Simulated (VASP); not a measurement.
# SrO (Cmcm) in VASP: further runs

Runs on SrO. Level: PBE. Tasks: single point, relaxation of cell and atoms.

Program: VASP 6.6.1. These are calculated values, not measurements. Logs are shortened: lines on timing, memory, paths and dates and some standing lists are left out, and cuts for length are marked.

## Step 1: The cell of the first run

It takes space group Cmcm (No. 63, orthorhombic). Conventional cell: a = 3.531 Å, b = 12.165 Å, c = 3.642 Å, α = 90.00°, β = 90.00°, γ = 90.00°. Sr (site symmetry m2m) has 5 O at 2.48 to 2.54 Å within 3.3 Å. Within 3.3 Å of O (site symmetry m2m) lie 5 Sr at 2.48 to 2.54 Å.

## Step 2: Single point, PBE

INCAR reads:

```
SYSTEM = SrO
PREC = Accurate ; ENCUT = 520
EDIFF = 1E-6 ; ISMEAR = 0
SIGMA = 0.1 ; LREAL = .False.
LASPH = .True. ; NELM = 80
ALGO = Normal ; ISIF = 2
LWAVE = .False. ; LCHARG = .False.
GGA = PE ; NBANDS = 24
```

KPOINTS reads:

```
regular mesh
0
Gamma
  6 6 4
  0 0 0
```

POSCAR reads:

```
SrO
1.0
    1.7655447890     -6.0827402133      0.0000000000
    1.7655447890      6.0827402133      0.0000000000
    0.0000000000      0.0000000000      3.6423983129
Sr O
2 2
Direct
    0.8556695916      0.1443304084      0.7500000000
    0.1443304084      0.8556695916      0.2500000000
    0.6521238472      0.3478761528      0.7500000000
    0.3478761528      0.6521238472      0.2500000000
```

Potentials or basis: VASP PAW PBE potentials, release 64 (Sr_sv, O).

Run with:

```
> cat potpaw_PBE.64/Sr_sv/POTCAR potpaw_PBE.64/O/POTCAR > POTCAR
> mpirun -np 1 vasp_std > vasp.out
```

OUTCAR:

```text
SYSTEM = SrO
   PREC = Accurate
   ENCUT = 520
   EDIFF = 1E-6
   ISMEAR = 0
   LREAL = .False.
   LASPH = .True.
   NELM = 80
   ISIF = 2
   GGA = PE

 ion  position               nearest neighbor table
   1  0.856  0.144  0.750-   3 2.48   4 2.54   4 2.54   4 2.54   4 2.54   2 3.61   2 3.61   2 3.61
                             2 3.61   2 3.96   2 3.96
   2  0.144  0.856  0.250-   4 2.48   3 2.54   3 2.54   3 2.54   3 2.54   1 3.61   1 3.61   1 3.61
                             1 3.61   1 3.96   1 3.96
   3  0.652  0.348  0.750-   1 2.48   2 2.54   2 2.54   2 2.54   2 2.54
   4  0.348  0.652  0.250-   2 2.48   1 2.54   1 2.54   1 2.54   1 2.54

  LATTYP: Found a base centered orthorhombic cell.
 ALAT       =     3.5310895780
 B/A-ratio  =     3.4452483172
 C/A-ratio  =     1.0315224897

  Lattice vectors:

 A1 = (   1.7655447890,  -6.0827402133,   0.0000000000)
 A2 = (   1.7655447890,   6.0827402133,   0.0000000000)
 A3 = (   0.0000000000,   0.0000000000,   3.6423983129)

Analysis of symmetry for initial positions (statically):
=====================================================================
 Subroutine PRICEL returns:
 Original cell was already a primitive cell.

 Routine SETGRP: Setting up the symmetry group for a
 base centered orthorhombic supercell.

 Subroutine GETGRP returns: Found  8 space group operations
 (whereof  4 operations were pure point group operations)
 out of a pool of  8 trial point group operations.

The static configuration has the point symmetry C_2h.
 The point group associated with its full space group is D_2h.

Analysis of symmetry for dynamics (positions and initial velocities):
=====================================================================
 Subroutine PRICEL returns:
 Original cell was already a primitive cell.

 Routine SETGRP: Setting up the symmetry group for a
 base centered orthorhombic supercell.

 Subroutine GETGRP returns: Found  8 space group operations
 (whereof  4 operations were pure point group operations)
 out of a pool of  8 trial point group operations.

The dynamic configuration has the point symmetry C_2h.
 The point group associated with its full space group is D_2h.

 Subroutine INISYM returns: Found  8 space group operations
 (whereof  4 operations are pure point group operations),
 and found     1 'primitive' translations

----------------------------------------------------------------------------------------

                                     Primitive cell

  volume of cell :      78.2340

  direct lattice vectors                    reciprocal lattice vectors
     1.765544789 -6.082740213  0.000000000     0.283198706 -0.082199795  0.000000000
     1.765544789  6.082740213  0.000000000     0.283198706  0.082199795  0.000000000
     0.000000000  0.000000000  3.642398313     0.000000000  0.000000000  0.274544384

  length of vectors
     6.333788511  6.333788511  3.642398313     0.294886950  0.294886950  0.274544384

  position of ions in fractional coordinates (direct lattice)
     0.855669592  0.144330408  0.750000000
     0.144330408  0.855669592  0.250000000
     0.652123847  0.347876153  0.750000000
     0.347876153  0.652123847  0.250000000

  ion indices of the primitive-cell ions
   primitive index   ion index
                 1           1
                 2           2
                 3           3
                 4           4

----------------------------------------------------------------------------------------

 KPOINTS: regular mesh

Automatic generation of k-mesh.
 Grid dimensions read from file:
 generate k-points for:    6    6    4

 Generating k-lattice:

  Cartesian coordinates                     Fractional coordinates (reciprocal lattice)
     0.047199784 -0.013699966  0.000000000     0.166666667  0.000000000  0.000000000
     0.047199784  0.013699966  0.000000000     0.000000000  0.166666667  0.000000000
     0.000000000  0.000000000  0.068636096     0.000000000  0.000000000  0.250000000

  Length of vectors
     0.049147825  0.049147825  0.068636096

  Shift w.r.t. Gamma in fractional coordinates (k-lattice)
     0.000000000  0.000000000  0.000000000

 Subroutine IBZKPT returns following result:
 ===========================================

 Found     39 irreducible k-points:

 Following reciprocal coordinates:
            Coordinates               Weight
  0.000000  0.000000  0.000000      1.000000
  0.166667  0.000000  0.000000      4.000000
  0.333333  0.000000  0.000000      4.000000
  0.500000  0.000000  0.000000      2.000000
  0.166667  0.166667  0.000000      2.000000
  0.333333  0.166667  0.000000      4.000000
[... 16 lines left out ...]
  0.333333  0.333333  0.250000      4.000000
  0.500000  0.333333  0.250000      8.000000
 [... further k-points ...]
   k-points           NKPTS =     39   k-points in BZ     NKDIM =     39   number of bands    NBANDS=     24
   number of dos      NEDOS =    301   number of ions     NIONS =      4
   total plane-waves  NPLWV =  64512
   dimension x,y,z NGX =    48 NGY =   48 NGZ =   28
   dimension x,y,z NGXF=    96 NGYF=   96 NGZF=   56
   ions per type =               2   2
   NGX,Y,Z   is equivalent  to a cutoff of  12.60, 12.60, 12.78 a.u.
   NGXF,Y,Z  is equivalent  to a cutoff of  25.20, 25.20, 25.56 a.u.
 SYSTEM =  SrO
   PREC   = accura    normal or accurate (medium, high low for compatibility)
   ISTART =      0    job   : 0-new  1-cont  2-samecut
   ICHARG =      2    charge: 1-file 2-atom 10-const
   ISPIN  =      1    spin polarized calculation?
   LNONCOLLINEAR =      F non collinear calculations
   LSORBIT =      F    spin-orbit coupling
   LASPH  =      T    aspherical Exc in radial PAW
   ENCUT  =  520.0 eV  38.22 Ry    6.18 a.u.  11.78 11.78  6.77*2*pi/ulx,y,z
   NELM   =     80;   NELMIN=  2; NELMDL= -5     # of ELM steps
   EDIFF  = 0.1E-05   stopping-criterion for ELM
   LREAL  =      F    real-space projection
   EDIFFG = 0.1E-04   stopping-criterion for IOM
   NSW    =      0    number of steps for IOM
   IBRION =     -1    ionic relax: 0-MD 1-quasi-New 2-CG
   NFREE  =      0    steps in history (QN), initial steepest desc. (CG)
   ISIF   =      2    stress and relaxation
   ISYM   =      2    0-nonsym 1-usesym 2-fastsym
   POTIM  = 0.5000    time-step for ionic-motion
   TEBEG  =    0.0;   TEEND  =   0.0 temperature during run
   PSTRESS=    0.0 pullay stress
   NELECT =      32.0000    total number of electrons
   NUPDOWN=      -1.0000    fix difference up-down
   EMIN   =  10.00;   EMAX   =-10.00  energy-range for DOS
   EFERMI =   0.00;   METHOD = LEGACY
   ISMEAR =     0;   SIGMA  =   0.10  broadening in eV -4-tet -1-fermi 0-gaus
   EFERMI_NEDOS =   21; number of points for ismear=-14 and -15
   IALGO  =     38    algorithm
   IMIX   =      4    mixing-type and parameters
     AMIX     =   0.40;   BMIX     =  1.00
     AMIX_MAG =   1.60;   BMIX_MAG =  1.00
  volume/ion in A,a.u.               =      19.56       131.99
  Fermi-wavevector in a.u.,A,eV,Ry     =   1.215233  2.296458 20.092976  1.476792
  Thomas-Fermi vector in A             =   2.350627
   LORBIT       =      0    0 simple, 1 ext, 2 COOP (PROOUT), +10 PAW based schemes
   GGA     = PE    functional components
   LHFCALC =     F    Hartree Fock is set to
   AEXX    =    0.0000 exact exchange contribution
   IVDW    =     0    specifies the selected vdW correction
   LEPSILON=     F    determine dielectric tensor
   LRPA    =     F    only Hartree local field effects (RPA)
 non-spin polarized calculation
 Gauss-broadening in eV      SIGMA  =   0.10
  energy-cutoff  :      520.00
  volume of cell :       78.23
 maximum number of plane-waves:      2136
   NGX = 23   NGY = 23   NGZ = 13

 number of electron      32.0000004 magnetization

 Free energy of the ion-electron system (eV)
  ---------------------------------------------------
  ext. energy  EPLUGINS =         0.00000000
  ---------------------------------------------------
  free energy    TOTEN  =       -23.39467065 eV

  energy without entropy =      -23.39467065  energy(sigma->0) =      -23.39467065

 E-fermi :   1.6420     XC(G=0):  -9.2308

 val. band max:        1.1629282734   @ k =   0.5000   0.5000   0.0000
 cond. band min:       3.3948839786   @ k =   0.0000   0.0000   0.0000
 fundamental gap:      2.2319557052
 Fermi energy:         1.6419841205

 k-point     1 :       0.0000    0.0000    0.0000
  band No.  band energies     occupation
      1     -31.6193      2.00000
      2     -31.5080      2.00000
      3     -14.8074      2.00000
      4     -14.2917      2.00000
      5     -13.5096      2.00000
      6     -13.4151      2.00000
[... 16 lines left out ...]
     23       8.8999      0.00000
     24       9.8401      0.00000

 k-point     2 :       0.1667    0.0000    0.0000
  band No.  band energies     occupation
      1     -31.5965      2.00000
      2     -31.4997      2.00000
      3     -14.9767      2.00000
      4     -14.7075      2.00000
      5     -13.7450      2.00000
      6     -13.4644      2.00000
[... 16 lines left out ...]
     23       9.0157      0.00000
     24       9.2920      0.00000

 k-point     3 :       0.3333    0.0000    0.0000
  band No.  band energies     occupation
      1     -31.5454      2.00000
      2     -31.4881      2.00000
      3     -15.3491      2.00000
      4     -15.2651      2.00000
      5     -13.8004      2.00000
      6     -13.5099      2.00000
[... 16 lines left out ...]
     23       9.4726      0.00000
     24      10.2714      0.00000
[... 514 lines left out ...]
 k-point    23 :       0.3333    0.3333    0.2500
  band No.  band energies     occupation
      1     -31.5080      2.00000
      2     -31.4839      2.00000
      3     -15.1525      2.00000
      4     -15.0890      2.00000
      5     -13.8099      2.00000
      6     -13.6519      2.00000
[... 16 lines left out ...]
     23       9.8225      0.00000
     24      10.0579      0.00000

 k-point    24 :       0.5000    0.3333    0.2500
  band No.  band energies     occupation
      1     -31.5508      2.00000
      2     -31.5004      2.00000
      3     -15.1664      2.00000
      4     -15.0610      2.00000
      5     -13.6479      2.00000
      6     -13.6300      2.00000
[... 16 lines left out ...]
     23       9.6262      0.00000
     24       9.7744      0.00000

 [... further k-points ...]
[... 5 lines left out ...]
  --------------------------------------------------------------------------------------
  -------------------------------------------------------------------------------------
  Total        0.3138305      0.2454750      0.2952005      0.0000000     -0.0000000      0.0000000
  in kB        6.4270303      5.0271572      6.0455001      0.0000000     -0.0000000      0.0000000
  external PRESSURE =       5.8332292 kB  Pullay stress =       0.0000000 kB

 VOLUME and BASIS-vectors are now :
 -----------------------------------------------------------------------------
  energy-cutoff  :      520.00
  volume of cell :       78.23
      direct lattice vectors                 reciprocal lattice vectors
     1.765544789 -6.082740213  0.000000000     0.283198706 -0.082199795  0.000000000
     1.765544789  6.082740213  0.000000000     0.283198706  0.082199795  0.000000000
     0.000000000  0.000000000  3.642398313     0.000000000  0.000000000  0.274544384

 POSITION                                       TOTAL-FORCE (eV/Angst)
 -----------------------------------------------------------------------------------
      1.76554     -4.32689      2.73180         0.000000     -0.046788      0.000000
      1.76554      4.32689      0.91060         0.000000      0.046788     -0.000000
      1.76554     -1.85066      2.73180         0.000000      0.028443     -0.000000
      1.76554      1.85066      0.91060         0.000000     -0.028443     -0.000000
 -----------------------------------------------------------------------------------
    total drift:                                0.000000      0.000000     -0.000000

  FREE ENERGIE OF THE ION-ELECTRON SYSTEM (eV)
  ---------------------------------------------------
  free  energy   TOTEN  =       -23.3946706523 eV

  energy  without entropy=      -23.3946706523  energy(sigma->0) =      -23.39467065
```

It took 38 s on 1 thread of Intel Xeon 6975P-C (Granite Rapids), shared host; peak memory 0.27 GiB.

Results:

```
Free energy            : -23.3947 eV
Pressure               : 0.6 GPa
Largest force          : 0.047 eV/Å
Band gap on the k mesh : 2.23 eV, indirect (least direct gap 2.26 eV)
```

Forces on the atoms (eV/Å):
```
Sr   0.000 -0.047  0.000
Sr   0.000  0.047  0.000
O    0.000  0.028  0.000
O    0.000 -0.028  0.000
```

Stress tensor (GPa, compression positive):
```
0.64 0.00 0.00
0.00 0.50 0.00
0.00 0.00 0.60
```

Levels at points of the mesh, in eV from the valence-band top:
```tsv
k point	band 13	band 14	band 15	band 16	band 17	band 18	band 19	band 20
(0.00, 0.00, 0.00)	-0.22	-0.14	-0.04	-0.02	2.23	3.64	4.99	6.24
(0.50, 0.00, 0.00)	-1.28	-1.23	-1.18	-0.66	4.57	5.34	6.74	7.45
(0.50, 0.50, 0.00)	-0.19	-0.14	-0.08	0.00	3.60	4.13	5.02	5.61
(0.00, 0.00, 0.50)	-1.08	-1.08	-0.90	-0.90	4.38	4.38	6.83	6.83
(0.50, 0.00, 0.50)	-0.54	-0.54	-0.17	-0.17	4.10	4.10	5.68	5.68
(0.50, 0.50, 0.50)	-1.07	-1.07	-1.03	-1.03	5.28	5.28	7.36	7.36
```

Caveat: the k points lie up to 0.43 Å⁻¹ apart. Expect the measured gap to be larger: semilocal functionals such as PBE lack the derivative discontinuity.

(Continued in part 2 of 2.)
